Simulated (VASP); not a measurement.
A run of VASP 6.6.1 is set up as follows.

File POSCAR:

```
SiC
1.0
    3.1983704888      0.0000000000      0.0000000000
   -1.5991852444      2.7698700940      0.0000000000
    0.0000000000      0.0000000000      5.2500324147
Si C
2 2
Direct
    0.3333333333      0.6666666667     -0.0005389124
    0.6666666667      0.3333333333      0.4994610876
    0.3333333333      0.6666666667      0.3755389124
    0.6666666667      0.3333333333      0.8755389124
```

File INCAR.step1:

```
SYSTEM = SiC
PREC     = Accurate       ! precision mode
ENCUT    = 520            ! plane-wave cutoff, eV
EDIFF    = 1E-5           ! SCF threshold, eV
ISMEAR   = 0              ! smearing method
SIGMA    = 0.01           ! smearing width, eV
LREAL    = .False.        ! projectors in reciprocal space
LASPH    = .True.         ! aspherical terms in the spheres
NELM     = 60             ! most SCF steps
ALGO     = Normal         ! electronic algorithm
ISIF     = 2              ! what is computed and relaxed
LWAVE    = .True.         ! write WAVECAR
LCHARG   = .False.        ! write CHGCAR
GGA      = PE             ! functional
NBANDS   = 16             ! bands
```

INCAR.step2

```
SYSTEM = SiC
PREC     = Accurate       ! precision mode
ENCUT    = 520            ! plane-wave cutoff, eV
EDIFF    = 1E-6           ! SCF threshold, eV
ISMEAR   = 0              ! smearing method
SIGMA    = 0.01           ! smearing width, eV
LREAL    = .False.        ! projectors in reciprocal space
LASPH    = .True.         ! aspherical terms in the spheres
NELM     = 60             ! most SCF steps
ALGO     = Normal         ! electronic algorithm
ISIF     = 2              ! what is computed and relaxed
LWAVE    = .False.        ! write WAVECAR
LCHARG   = .False.        ! write CHGCAR
GGA      = PE             ! functional
LHFCALC  = .True.         ! exact exchange
HFSCREEN = 0.2079         ! screening, 1/A
PRECFOCK = Normal       
ISTART   = 1            
NBANDS   = 16             ! bands
```

Contents of KPOINTS:

```
regular mesh
0
Gamma
  6 6 4
  0 0 0
```

Potentials or basis: VASP PAW PBE potentials, release 64 (Si, C).

Command:

```bash
$ cat potpaw_PBE.64/Si/POTCAR potpaw_PBE.64/C/POTCAR > POTCAR
$ cp INCAR.step1 INCAR
$ mpirun -np 1 vasp_std > vasp.out
$ cp INCAR.step2 INCAR
$ mpirun -np 1 vasp_std > vasp.out
```

Question: Estimate the band gap on the k mesh.

Answer: 3.34 eV (least direct gap 4.78 eV).

Question: What does it give for the largest force?

Answer: 0.016 eV/Å.

Forces on the atoms (eV/Å):
```
Si   0.000  0.000 -0.016
Si   0.000  0.000 -0.016
C    0.000  0.000  0.016
C    0.000  0.000  0.016
```

Caveat: the cell differs from its parent crystal (strain +4.0%); the cell stands under tension; the PAW data sets were made with another functional, which shifts forces and pressure a little. A k mesh can miss the band edges.
